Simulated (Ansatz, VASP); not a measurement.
## One calculation of CdS, two programs

```
CELL_PARAMETERS angstrom
4.13480 0.00000 0.00000
-2.06740 3.58084 0.00000
0.00000 0.00000 6.74900
ATOMIC_POSITIONS crystal
Cd 0.33333 0.66667 0.00000
Cd 0.66667 0.33333 0.50000
S 0.33333 0.66667 0.38500
S 0.66667 0.33333 0.88500
```

Alike in both runs: task single point; functional PBEsol; k mesh 7 × 7 × 4; occupations fermi-dirac, width 0.01 eV; no spin polarisation.

|  | VASP | Ansatz |
| --- | --- | --- |
| version | VASP 6.6.1 | Ansatz 0.2.0 |
| potentials or method | VASP PAW PBE potentials, release 64 (Cd, S), cutoff 520 eV | all-electron LAPW, scalar-relativistic |

VASP gave:

```
gap on the k mesh at the Fermi level (eV)                     : 1.09
pressure (GPa)                                                : -0.2
traceless stress, the component that is largest in VASP (GPa) : -1.42
rms of the force components (eV/Å)                            : 0.147
```

Q: Estimate Ansatz's values.

A: gap on the k mesh at the Fermi level (eV): 1.09; pressure (GPa): -0.5; traceless stress, the component that is largest in VASP (GPa): -1.36; rms of the force components (eV/Å): 0.142.

VASP's potentials were made for PBE, not for PBEsol. Atom by atom the forces differ by 0.005 eV/Å (rms over components). Ansatz ran all-electron here, and VASP with PAW potentials.
